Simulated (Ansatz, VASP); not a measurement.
One calculation of NaCl, two programs

```xyz
2
Lattice="3.5022 0.0000 0.0000 0.0000 3.5022 0.0000 0.0000 0.0000 3.5022" Properties=species:S:1:pos:R:3 pbc="T T T"
Na    0.0000    0.0000    0.0000
Cl    1.6645    1.6645    1.6645
```

Change from the starting cell: all Cl atoms moved +0.150 Å, as atom 2 towards its neighbour atom 1 (Na) at 3.033 Å.

Alike in both runs: task single point; functional LDA; k mesh 6 × 6 × 6; occupations gaussian, width 0.05 eV; no spin polarisation.

|  | VASP | Ansatz |
| --- | --- | --- |
| version | VASP 6.6.1 | Ansatz 0.2.0 |
| potentials or method | VASP PAW LDA potentials, release 64 (Na_pv, Cl), cutoff 520 eV | scalar-relativistic, plane waves, PAW |
| valence electrons in the cell | 14 | 16 |

|  | VASP | Ansatz | Ansatz less VASP |
| --- | --- | --- | --- |
| gap on the k mesh at the Fermi level (eV) | 3.62 | 3.61 | -0.007 |
| least direct gap on the mesh (eV) | 4.13 | 4.12 | -0.007 |
| pressure (GPa) | -2.9 | -2.9 | +0.01 |
| traceless stress, the component that is largest in VASP (GPa) | 0.10 | 0.10 | -0.001 |
| rms of the force components (eV/Å) | 0.014 | 0.014 | -0.0006 |

LDA's correlation is that of Perdew and Zunger in VASP and of Perdew and Wang (1992) in Ansatz. Atom by atom the forces differ by 0.001 eV/Å (rms over components). VASP's potentials hold 14 valence electrons a cell and Ansatz's 16, so a difference there can come from the potentials and not from the codes.
